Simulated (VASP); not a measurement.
# TiAl3 (P4mm) in VASP: single point with PBEsol

Aim: the single point of TiAl3 with PBEsol.

Program: VASP 6.6.1. These are calculated values, not measurements. Logs are shortened: lines on timing, memory, paths and dates and some standing lists are left out, and cuts for length are marked.

**1. The cell of the first run**

The structure is tetragonal, space group P4mm (No. 99). The conventional cell has a = 3.779 Å, b = 3.779 Å, c = 4.135 Å, α = 90.00°, β = 90.00°, γ = 90.00°. Within 3.5 Å of Ti (site symmetry 4mm) lie 12 Al at 2.67 to 2.80 Å. Within 3.5 Å of Al (site symmetry 4mm) lie 4 Ti at 2.67 Å and 8 Al at 2.75 to 2.85 Å. Within 3.5 Å of Al (site symmetry 2mm) lie 8 Al at 2.67 to 2.85 Å and 4 Ti at 2.80 Å.

**2. Single point, PBEsol (strained and its atoms moved)**

The input, INCAR:

```
PREC = Accurate
ENCUT = 520
EDIFF = 1E-6
ISMEAR = 0
SIGMA = 0.1
LREAL = False
LASPH = True
NELM = 60
ALGO = Fast
ISIF = 2
LWAVE = False
LCHARG = False
GGA = PS
NBANDS = 18
```

The input, KPOINTS:

```
Automatic mesh
0
Gamma
  10 10 10
```

The input, POSCAR:

```
TiAl3
1.0
    3.7790505287      0.0000000000      0.0000000000
    0.0000000000      3.7790505287      0.0000000000
    0.0000000000      0.0000000000      4.1350609412
Ti Al
1 3
Direct
    0.0000000000      0.0000000000      0.0052261211
    0.5000000000      0.5000000000     -0.0131043955
    0.5000000000      0.0000000000      0.5039391372
    0.0000000000      0.5000000000      0.5039391372
```

Potentials or basis: VASP PAW PBE potentials, release 64 (Ti_sv, Al).

Started as:

```bash
$ cat potpaw_PBE.64/Ti_sv/POTCAR potpaw_PBE.64/Al/POTCAR > POTCAR
$ mpirun -np 1 vasp_std > vasp.out
```

OUTCAR:

```text
PREC = Accurate
   ENCUT = 520
   EDIFF = 1E-6
   ISMEAR = 0
   LREAL = False
   LASPH = True
   NELM = 60
   ISIF = 2
   GGA = PS

 ion  position               nearest neighbor table
   1  0.000  0.000  0.005-   2 2.67   2 2.67   2 2.67   2 2.67   4 2.80   4 2.80   3 2.80   3 2.80
                             3 2.80   4 2.80   3 2.80   4 2.80
   2  0.500  0.500  0.987-   1 2.67   1 2.67   1 2.67   1 2.67   3 2.75   4 2.75   4 2.75   3 2.75
                             4 2.85   3 2.85   4 2.85   3 2.85
   3  0.500  0.000  0.504-   4 2.67   4 2.67   4 2.67   4 2.67   2 2.75   2 2.75   1 2.80   1 2.80
                             1 2.80   1 2.80   2 2.85   2 2.85
   4  0.000  0.500  0.504-   3 2.67   3 2.67   3 2.67   3 2.67   2 2.75   2 2.75   1 2.80   1 2.80
                             1 2.80   1 2.80   2 2.85   2 2.85

  LATTYP: Found a simple tetragonal cell.
 ALAT       =     3.7790505287
 C/A-ratio  =     1.0942063118

  Lattice vectors:

 A1 = (   3.7790505287,   0.0000000000,   0.0000000000)
 A2 = (   0.0000000000,   3.7790505287,   0.0000000000)
 A3 = (   0.0000000000,   0.0000000000,   4.1350609412)

Analysis of symmetry for initial positions (statically):
=====================================================================
 Subroutine PRICEL returns:
 Original cell was already a primitive cell.

 Routine SETGRP: Setting up the symmetry group for a
 simple tetragonal supercell.

 Subroutine GETGRP returns: Found  8 space group operations
 (whereof  8 operations were pure point group operations)
 out of a pool of 16 trial point group operations.

The static configuration has the point symmetry C_4v.

Analysis of symmetry for dynamics (positions and initial velocities):
=====================================================================
 Subroutine PRICEL returns:
 Original cell was already a primitive cell.

 Routine SETGRP: Setting up the symmetry group for a
 simple tetragonal supercell.

 Subroutine GETGRP returns: Found  8 space group operations
 (whereof  8 operations were pure point group operations)
 out of a pool of 16 trial point group operations.

The dynamic configuration has the point symmetry C_4v.

 Subroutine INISYM returns: Found  8 space group operations
 (whereof  8 operations are pure point group operations),
 and found     1 'primitive' translations

----------------------------------------------------------------------------------------

                                     Primitive cell

[... 96 lines left out ...]
   EDIFFG = 0.1E-04   stopping-criterion for IOM
   NSW    =      0    number of steps for IOM
   IBRION =     -1    ionic relax: 0-MD 1-quasi-New 2-CG
   NFREE  =      0    steps in history (QN), initial steepest desc. (CG)
   ISIF   =      2    stress and relaxation
   ISYM   =      2    0-nonsym 1-usesym 2-fastsym
   POTIM  = 0.5000    time-step for ionic-motion
   TEBEG  =    0.0;   TEEND  =   0.0 temperature during run
   PSTRESS=    0.0 pullay stress
   NELECT =      21.0000    total number of electrons
   NUPDOWN=      -1.0000    fix difference up-down
   EMIN   =  10.00;   EMAX   =-10.00  energy-range for DOS
   EFERMI =   0.00;   METHOD = LEGACY
   ISMEAR =     0;   SIGMA  =   0.10  broadening in eV -4-tet -1-fermi 0-gaus
   EFERMI_NEDOS =   21; number of points for ismear=-14 and -15
   IALGO  =     68    algorithm
   IMIX   =      4    mixing-type and parameters
     AMIX     =   0.40;   BMIX     =  1.00
     AMIX_MAG =   1.60;   BMIX_MAG =  1.00
  volume/ion in A,a.u.               =      14.76        99.63
  Fermi-wavevector in a.u.,A,eV,Ry     =   1.159842  2.191784 18.303012  1.345233
  Thomas-Fermi vector in A             =   2.296431
   LORBIT       =      0    0 simple, 1 ext, 2 COOP (PROOUT), +10 PAW based schemes
   GGA     = PS    functional components
   LHFCALC =     F    Hartree Fock is set to
   AEXX    =    0.0000 exact exchange contribution
   IVDW    =     0    specifies the selected vdW correction
   LEPSILON=     F    determine dielectric tensor
   LRPA    =     F    only Hartree local field effects (RPA)
 non-spin polarized calculation
 RMM-DIIS sequential band-by-band and
 Gauss-broadening in eV      SIGMA  =   0.10
  energy-cutoff  :      520.00
  volume of cell :       59.05
 maximum number of plane-waves:      1612
   NGX = 15   NGY = 15   NGZ = 15

 number of electron      21.0000000 magnetization

 Free energy of the ion-electron system (eV)
  ---------------------------------------------------
  ext. energy  EPLUGINS =         0.00000000
  ---------------------------------------------------
  free energy    TOTEN  =       -21.92801030 eV

  energy without entropy =      -21.91579845  energy(sigma->0) =      -21.92190438

 E-fermi :   9.4839     XC(G=0): -11.1075

 val. band max:        9.4768885652   @ k =   0.2000   0.0000   0.1000
 cond. band min:       9.4878629443   @ k =   0.3000   0.3000   0.2000
 fundamental gap:      0.0109743791
 Fermi energy:         9.4839452438

 k-point     1 :       0.0000    0.0000    0.0000
  band No.  band energies     occupation
      1     -47.0900      2.00000
      2     -23.5599      2.00000
      3     -23.4812      2.00000
      4     -23.4812      2.00000
      5      -1.5449      2.00000
      6       5.8713      2.00000
[... 481 lines left out ...]
      5      -1.0322      2.00000
      6       4.7279      2.00000
[... 10 lines left out ...]
     17      15.1554      0.00000
     18      15.1757      0.00000

 [... further k-points ...]

------------------------ aborting loop because EDIFF is reached ----------------------------------------

  FORCE on cell =-STRESS in cart. coord.  units (eV):
  Direction    XX          YY          ZZ          XY          YZ          ZX
  --------------------------------------------------------------------------------------
  -------------------------------------------------------------------------------------
  Total        3.7046941      3.7046941     -0.7528125      0.0000000     -0.0000000      0.0000000
  in kB      100.5114703    100.5114703    -20.4244369      0.0000000     -0.0000000      0.0000000
  external PRESSURE =      60.1995012 kB  Pullay stress =       0.0000000 kB

 VOLUME and BASIS-vectors are now :
 -----------------------------------------------------------------------------
  energy-cutoff  :      520.00
  volume of cell :       59.05
      direct lattice vectors                 reciprocal lattice vectors
     3.779050529  0.000000000  0.000000000     0.264616732  0.000000000  0.000000000
     0.000000000  3.779050529  0.000000000     0.000000000  0.264616732  0.000000000
     0.000000000  0.000000000  4.135060941     0.000000000  0.000000000  0.241834404

 POSITION                                       TOTAL-FORCE (eV/Angst)
 -----------------------------------------------------------------------------------
      0.00000      0.00000      0.02161         0.000000      0.000000     -0.052342
      1.88953      1.88953      4.08087         0.000000     -0.000000      0.424393
      1.88953      0.00000      2.08382         0.000000     -0.000000     -0.186026
      0.00000      1.88953      2.08382         0.000000      0.000000     -0.186026
 -----------------------------------------------------------------------------------
    total drift:                               -0.000000     -0.000000     -0.000209

  FREE ENERGIE OF THE ION-ELECTRON SYSTEM (eV)
  ---------------------------------------------------
  free  energy   TOTEN  =       -21.9280103010 eV

  energy  without entropy=      -21.9157984520  energy(sigma->0) =      -21.92190438
```

OSZICAR:

```text
N       E                     dE             d eps       ncg     rms          rms(c)
DAV:   1     0.121504122835E+03    0.12150E+03   -0.92886E+03  4536   0.110E+03
DAV:   2    -0.150271249980E+02   -0.13653E+03   -0.13301E+03  4588   0.288E+02
DAV:   3    -0.237652900467E+02   -0.87382E+01   -0.85749E+01  7158   0.665E+01
[... 19 lines left out ...]
RMM:  23    -0.219280030785E+02   -0.41374E-05   -0.45540E-05  4994   0.203E-02    0.204E-03
RMM:  24    -0.219280061862E+02   -0.31077E-05   -0.34355E-05  4792   0.163E-02    0.354E-03
RMM:  25    -0.219280080274E+02   -0.18411E-05   -0.21156E-05  4337   0.135E-02    0.406E-03
RMM:  26    -0.219280094633E+02   -0.14359E-05   -0.16039E-05  4081   0.112E-02    0.484E-03
RMM:  27    -0.219280103010E+02   -0.83777E-06   -0.99971E-06  3825   0.979E-03
   1 F= -.21928010E+02 E0= -.21921904E+02  d E =-.122118E-01
```

Wall time 3.4 min (1 thread of Intel Xeon 6975P-C, shared host); peak memory 0.26 GiB.

What came out:

| Item | Value |
| --- | --- |
| Free energy | -21.9280 eV |
| Pressure | 6.0 GPa |
| Largest force | 0.424 eV/Å |

Forces on the atoms (eV/Å):
```
Ti   0.000  0.000 -0.052
Al   0.000  0.000  0.424
Al   0.000  0.000 -0.186
Al   0.000  0.000 -0.186
```

Stress tensor (GPa, compression positive):
```
10.05  0.00  0.00
 0.00 10.05  0.00
 0.00  0.00 -2.04
```

Caveat: the cell differs from its parent crystal (strained and its atoms moved); the PAW data sets were made with another functional, which shifts forces and pressure a little.
